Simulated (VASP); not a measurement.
# In (Fd-3m) in VASP: further runs

The runs below take In through single point, with LDA.

Everything below comes from runs of VASP 6.6.1. Logs are shortened: lines on timing, memory, paths and dates and some standing lists are left out, and cuts for length are marked.

## Step 1: The cell of the first run

Symmetry: Fd-3m, No. 227, cubic system. Conventional cell: a = 6.286 Å, b = 6.286 Å, c = 6.286 Å, α = 90.00°, β = 90.00°, γ = 90.00°. In (site symmetry -43m) has 4 In at 2.72 Å within 3.6 Å.

## Step 2: Single point, LDA (volume scaled by 0.92)

INCAR reads:

```
SYSTEM = In
  ALGO = Normal
  EDIFF = 1E-6
  ENCUT = 520
  GGA = CA
  ISIF = 2
  ISMEAR = -1
  LASPH = .TRUE.
  LCHARG = .FALSE.
  LREAL = .FALSE.
  LWAVE = .FALSE.
  NBANDS = 20
  NELM = 60
  PREC = Accurate
  SIGMA = 0.1
```

KPOINTS reads:

```
k-points
0
G
  10 10 10
  0 0 0
```

POSCAR reads:

```
In
1.0
    0.0000000000      3.1432477586      3.1432477586
    3.1432477586      0.0000000000      3.1432477586
    3.1432477586      3.1432477586      0.0000000000
In
2
Direct
    0.1250000000      0.1250000000      0.1250000000
    0.8750000000      0.8750000000      0.8750000000
```

Potentials or basis: VASP PAW LDA potentials, release 64 (In_d).

The run is started by

```console
cat potpaw_LDA.64/In_d/POTCAR > POTCAR
mpirun -np 1 vasp_std > vasp.out
```

OUTCAR:

```text
SYSTEM = In
   EDIFF = 1E-6
   ENCUT = 520
   GGA = CA
   ISIF = 2
   ISMEAR = -1
   LASPH = .TRUE.
   LREAL = .FALSE.
   NELM = 60
   PREC = Accurate

 ion  position               nearest neighbor table
   1  0.125  0.125  0.125-   2 2.72   2 2.72   2 2.72   2 2.72
   2  0.875  0.875  0.875-   1 2.72   1 2.72   1 2.72   1 2.72

  LATTYP: Found a face centered cubic cell.
 ALAT       =     6.2864955172

  Lattice vectors:

 A1 = (   0.0000000000,   3.1432477586,   3.1432477586)
 A2 = (   3.1432477586,   0.0000000000,   3.1432477586)
 A3 = (   3.1432477586,   3.1432477586,   0.0000000000)

Analysis of symmetry for initial positions (statically):
=====================================================================
 Subroutine PRICEL returns:
 Original cell was already a primitive cell.

 Routine SETGRP: Setting up the symmetry group for a
 face centered cubic supercell.

 Subroutine GETGRP returns: Found 48 space group operations
 (whereof 12 operations were pure point group operations)
 out of a pool of 48 trial point group operations.

The static configuration has the point symmetry D_3d.
 The point group associated with its full space group is O_h .

Analysis of symmetry for dynamics (positions and initial velocities):
=====================================================================
 Subroutine PRICEL returns:
 Original cell was already a primitive cell.

 Routine SETGRP: Setting up the symmetry group for a
 face centered cubic supercell.

 Subroutine GETGRP returns: Found 48 space group operations
 (whereof 12 operations were pure point group operations)
 out of a pool of 48 trial point group operations.

The dynamic configuration has the point symmetry D_3d.
 The point group associated with its full space group is O_h .

 Subroutine INISYM returns: Found 48 space group operations
 (whereof 12 operations are pure point group operations),
 and found     1 'primitive' translations

----------------------------------------------------------------------------------------

                                     Primitive cell

  volume of cell :      62.1106

  direct lattice vectors                    reciprocal lattice vectors
     0.000000000  3.143247759  3.143247759    -0.159071139  0.159071139  0.159071139
     3.143247759  0.000000000  3.143247759     0.159071139 -0.159071139  0.159071139
     3.143247759  3.143247759  0.000000000     0.159071139  0.159071139 -0.159071139

  length of vectors
[... 80 lines left out ...]
   ENCUT  =  520.0 eV  38.22 Ry    6.18 a.u.   8.27  8.27  8.27*2*pi/ulx,y,z
   NELM   =     60;   NELMIN=  2; NELMDL= -5     # of ELM steps
   EDIFF  = 0.1E-05   stopping-criterion for ELM
   LREAL  =      F    real-space projection
   EDIFFG = 0.1E-04   stopping-criterion for IOM
   NSW    =      0    number of steps for IOM
   IBRION =     -1    ionic relax: 0-MD 1-quasi-New 2-CG
   NFREE  =      0    steps in history (QN), initial steepest desc. (CG)
   ISIF   =      2    stress and relaxation
   ISYM   =      2    0-nonsym 1-usesym 2-fastsym
   POTIM  = 0.5000    time-step for ionic-motion
   TEBEG  =    0.0;   TEEND  =   0.0 temperature during run
   PSTRESS=    0.0 pullay stress
   NELECT =      26.0000    total number of electrons
   NUPDOWN=      -1.0000    fix difference up-down
   EMIN   =  10.00;   EMAX   =-10.00  energy-range for DOS
   EFERMI =   0.00;   METHOD = LEGACY
   ISMEAR =    -1;   SIGMA  =   0.10  broadening in eV -4-tet -1-fermi 0-gaus
   EFERMI_NEDOS =   21; number of points for ismear=-14 and -15
   IALGO  =     38    algorithm
   IMIX   =      4    mixing-type and parameters
     AMIX     =   0.40;   BMIX     =  1.00
     AMIX_MAG =   1.60;   BMIX_MAG =  1.00
  volume/ion in A,a.u.               =      31.06       209.57
  Fermi-wavevector in a.u.,A,eV,Ry     =   1.224646  2.314246 20.405453  1.499759
  Thomas-Fermi vector in A             =   2.359713
   LORBIT       =      0    0 simple, 1 ext, 2 COOP (PROOUT), +10 PAW based schemes
   GGA     = CA    functional components
   LHFCALC =     F    Hartree Fock is set to
   AEXX    =    0.0000 exact exchange contribution
   IVDW    =     0    specifies the selected vdW correction
   LEPSILON=     F    determine dielectric tensor
   LRPA    =     F    only Hartree local field effects (RPA)
 non-spin polarized calculation
  energy-cutoff  :      520.00
  volume of cell :       62.11
 maximum number of plane-waves:      1695
 NGX is ok and might be reduce to    36
   NGX = 17   NGY = 17   NGZ = 17

 number of electron      26.0000003 magnetization

 Free energy of the ion-electron system (eV)
  ---------------------------------------------------
  ext. energy  EPLUGINS =         0.00000000
  ---------------------------------------------------
  free energy    TOTEN  =        -5.64892758 eV

  energy without entropy =       -5.60643957  energy(sigma->0) =       -5.62768358

 E-fermi :   4.9585     XC(G=0):  -9.4553

 val. band max:        4.9316112721   @ k =   0.5000   0.3000   0.1000
 cond. band min:       5.1014314311   @ k =  -0.4000   0.3000   0.0000
 fundamental gap:      0.1698201590
 Fermi energy:         4.9585109542

 k-point     1 :       0.0000    0.0000    0.0000
  band No.  band energies     occupation
      1      -9.8196      2.00000
      2      -9.8196      2.00000
      3      -9.8196      2.00000
      4      -9.7299      2.00000
      5      -9.7299      2.00000
      6      -9.1051      2.00000
[... 541 lines left out ...]
     19      16.2765      0.00000
     20      16.5678      0.00000

 [... further k-points ...]

------------------------ aborting loop because EDIFF is reached ----------------------------------------

  FORCE on cell =-STRESS in cart. coord.  units (eV):
  Direction    XX          YY          ZZ          XY          YZ          ZX
  --------------------------------------------------------------------------------------
  -------------------------------------------------------------------------------------
  Total        1.3171990      1.3171990      1.3171990      0.0000000      0.0000000      0.0000000
  in kB       33.9778695     33.9778695     33.9778695      0.0000000      0.0000000      0.0000000
  external PRESSURE =      33.9778695 kB  Pullay stress =       0.0000000 kB

 VOLUME and BASIS-vectors are now :
 -----------------------------------------------------------------------------
  energy-cutoff  :      520.00
  volume of cell :       62.11
      direct lattice vectors                 reciprocal lattice vectors
     0.000000000  3.143247759  3.143247759    -0.159071139  0.159071139  0.159071139
     3.143247759  0.000000000  3.143247759     0.159071139 -0.159071139  0.159071139
     3.143247759  3.143247759  0.000000000     0.159071139  0.159071139 -0.159071139

 POSITION                                       TOTAL-FORCE (eV/Angst)
 -----------------------------------------------------------------------------------
      0.78581      0.78581      0.78581         0.000000      0.000000     -0.000000
      5.50068      5.50068      5.50068        -0.000000     -0.000000      0.000000
 -----------------------------------------------------------------------------------
    total drift:                                0.000000      0.000000      0.000000

  FREE ENERGIE OF THE ION-ELECTRON SYSTEM (eV)
  ---------------------------------------------------
  free  energy   TOTEN  =        -5.6489275795 eV

  energy  without entropy=       -5.6064395708  energy(sigma->0) =       -5.62768358
```

stdout:

```text
POSCAR found type information on POSCAR In
 POSCAR found :  1 types and       2 ions
 scaLAPACK will be used
 LDA part: xc-table for (Slater(with rela. corr.)+CA(PZ))
 , standard interpolation
 POSCAR, INCAR and KPOINTS ok, starting setup
 FFT: planning ... GRIDC
 FFT: planning ... GRID_SOFT
 FFT: planning ... GRID
 WAVECAR not read
 entering main loop
```

Wall time 18 s (1 thread of Intel Xeon 6975P-C (Granite Rapids), shared host); peak memory 0.19 GiB.

What came out:

* Free energy: -5.6489 eV
* Pressure: 3.4 GPa
* Band gap on the k mesh: zero (band 13 reaches 7.81 eV, above the bottom of band 14 at 3.61 eV)

Caveat: spin-orbit coupling is left out, which moves the levels of the heavy elements.

## Step 3: Single point, LDA (volume scaled by 0.96)

INCAR reads:

```
PREC = Accurate ; ENCUT = 520
EDIFF = 1E-7 ; ISMEAR = -1
SIGMA = 0.1 ; LREAL = False
LASPH = True ; NELM = 60
ALGO = Normal ; ISIF = 2
LWAVE = False ; LCHARG = True
LELF = True ; LVHAR = True
NBANDS = 20
```

KPOINTS reads:

```
Automatic mesh
0
Gamma
  10 10 10
```

POSCAR reads:

```
In
1.0
    0.0000000000      3.1881573655      3.1881573655
    3.1881573655      0.0000000000      3.1881573655
    3.1881573655      3.1881573655      0.0000000000
In
2
Direct
    0.1250000000      0.1250000000      0.1250000000
    0.8750000000      0.8750000000      0.8750000000
```

Potentials or basis: VASP PAW LDA potentials, release 64 (In_d).

The run is started by

```console
cat potpaw_LDA.64/In_d/POTCAR > POTCAR
mpirun -np 1 vasp_std > vasp.out
```

OUTCAR:

```text
PREC = Accurate
   ENCUT = 520
   EDIFF = 1E-7
   ISMEAR = -1
   LREAL = False
   LASPH = True
   NELM = 60
   ISIF = 2

 ion  position               nearest neighbor table
   1  0.125  0.125  0.125-   2 2.76   2 2.76   2 2.76   2 2.76
   2  0.875  0.875  0.875-   1 2.76   1 2.76   1 2.76   1 2.76

  LATTYP: Found a face centered cubic cell.
 ALAT       =     6.3763147310

  Lattice vectors:

 A1 = (   0.0000000000,   3.1881573655,   3.1881573655)
[... 740 lines left out ...]
------------------------ aborting loop because EDIFF is reached ----------------------------------------

  FORCE on cell =-STRESS in cart. coord.  units (eV):
  Direction    XX          YY          ZZ          XY          YZ          ZX
  --------------------------------------------------------------------------------------
  -------------------------------------------------------------------------------------
  Total        0.6219104      0.6219104      0.6219104     -0.0000000      0.0000000     -0.0000000
  in kB       15.3740809     15.3740809     15.3740809     -0.0000000      0.0000000     -0.0000000
  external PRESSURE =      15.3740809 kB  Pullay stress =       0.0000000 kB

 VOLUME and BASIS-vectors are now :
 -----------------------------------------------------------------------------
  energy-cutoff  :      520.00
  volume of cell :       64.81
      direct lattice vectors                 reciprocal lattice vectors
     0.000000000  3.188157365  3.188157365    -0.156830402  0.156830402  0.156830402
     3.188157365  0.000000000  3.188157365     0.156830402 -0.156830402  0.156830402
     3.188157365  3.188157365  0.000000000     0.156830402  0.156830402 -0.156830402

 POSITION                                       TOTAL-FORCE (eV/Angst)
 -----------------------------------------------------------------------------------
      0.79704      0.79704      0.79704         0.000000     -0.000000     -0.000000
      5.57928      5.57928      5.57928        -0.000000      0.000000      0.000000
 -----------------------------------------------------------------------------------
    total drift:                                0.000000      0.000000      0.000000

  FREE ENERGIE OF THE ION-ELECTRON SYSTEM (eV)
  ---------------------------------------------------
  free  energy   TOTEN  =        -5.6911565986 eV

  energy  without entropy=       -5.6471302596  energy(sigma->0) =       -5.66914343
```

stdout:

```text
POSCAR found type information on POSCAR In
 POSCAR found :  1 types and       2 ions
 scaLAPACK will be used
 LDA part: xc-table for (Slater(with rela. corr.)+CA(PZ))
 , standard interpolation
 POSCAR, INCAR and KPOINTS ok, starting setup
 FFT: planning ... GRIDC
 FFT: planning ... GRID_SOFT
 FFT: planning ... GRID
 WAVECAR not read
 entering main loop
```

Run time: 23 s. Hardware: 1 thread of Intel Xeon 6975P-C (Granite Rapids), shared host; peak memory 0.19 GiB.

What came out:

| Item | Value |
| --- | --- |
| Free energy | -5.6912 eV |
| Pressure | 1.5 GPa |
| Band gap on the k mesh | zero (band 13 reaches 7.29 eV, above the bottom of band 14 at 3.31 eV) |

Levels at points of the mesh, in eV from the Fermi level:
```
           k point  band 10  band 11  band 12  band 13  band 14  band 15  band 16  band 17
(0.00, 0.00, 0.00)   -13.97    -8.60     2.71     2.71     2.71     3.24     4.36     4.36
(0.50, 0.00, 0.00)   -13.92    -6.58    -4.23     1.18     1.18     2.79     5.32     5.32
(0.50, 0.50, 0.00)   -13.88    -5.03    -5.03    -0.52    -0.52     2.66     2.66    10.71
```

Caveat: spin-orbit coupling is left out, which moves the levels of the heavy elements.
